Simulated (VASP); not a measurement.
SrTiO: single point with PBE

Crystal: SrTiO.

```
CELL_PARAMETERS angstrom
3.45592 0.00000 0.00000
-1.72796 2.99292 0.00000
0.00000 0.00000 6.26088
ATOMIC_POSITIONS crystal
Sr 0.00000 0.00000 0.00000
Ti 0.33333 0.66667 0.50000
O 0.66667 0.33333 0.50000
```

The cell was generated, and may not be a known phase.

```json
{
 "Program": "VASP 6.6.1",
 "Task": "single point",
 "Functional": "PBE",
 "Potentials or basis": "VASP PAW PBE potentials, release 64 (Sr_sv, Ti_sv, O)",
 "Cutoff": "520 eV",
 "k mesh": "12 × 12 × 10",
 "Occupations": "gaussian, width 0.1 eV",
 "Spin": "collinear spin",
 "Starting moments": "[0.21, 1.32, 0.0] μB"
}
```

```json
{
 "Pressure": "0.2 GPa",
 "Band gap on the k mesh": "zero (filled and empty bands overlap)",
 "Net moment": "0.00 μB per cell",
 "Valence electrons inside the program's atomic spheres": "Sr 8.07; Ti 10.20; O 5.00"
}
```

Stress tensor (GPa, compression positive):
```
 0.30  0.00  0.00
 0.00  0.30  0.00
 0.00  0.00 -0.02
```

Levels at points of the mesh, in eV from the Fermi level:
Spin up:
```
           k point  band 10  band 11  band 12  band 13  band 14  band 15  band 16  band 17  band 18  band 19
(0.00, 0.00, 0.00)    -6.52    -6.52    -5.38    -3.60    -0.09     0.81     0.81     1.20     1.96     3.08
(0.50, 0.00, 0.00)    -6.66    -5.58    -5.44    -1.20     0.02     0.35     0.41     0.42     1.01     1.84
(0.00, 0.00, 0.50)    -6.52    -6.52    -5.75    -2.18    -1.43     0.78     0.78     1.32     1.78     3.19
(0.50, 0.00, 0.50)    -6.62    -5.57    -5.45    -1.06    -0.76     0.13     0.52     0.61     1.80     2.27
```
Spin down:
```csv
k point,band 10,band 11,band 12,band 13,band 14,band 15,band 16,band 17,band 18,band 19
"(0.00, 0.00, 0.00)",-6.52,-6.52,-5.38,-3.60,-0.09,0.81,0.81,1.20,1.96,3.08
"(0.50, 0.00, 0.00)",-6.66,-5.58,-5.44,-1.20,0.02,0.35,0.41,0.42,1.01,1.84
"(0.00, 0.00, 0.50)",-6.52,-6.52,-5.75,-2.18,-1.43,0.78,0.78,1.32,1.78,3.19
"(0.50, 0.00, 0.50)",-6.62,-5.57,-5.45,-1.06,-0.76,0.13,0.52,0.61,1.80,2.27
```

Run time: 6.4 min on 1 thread of Intel(R) Xeon(R) Platinum 8488C (Sapphire Rapids), with other jobs on the host, peak memory 0.44 GiB.
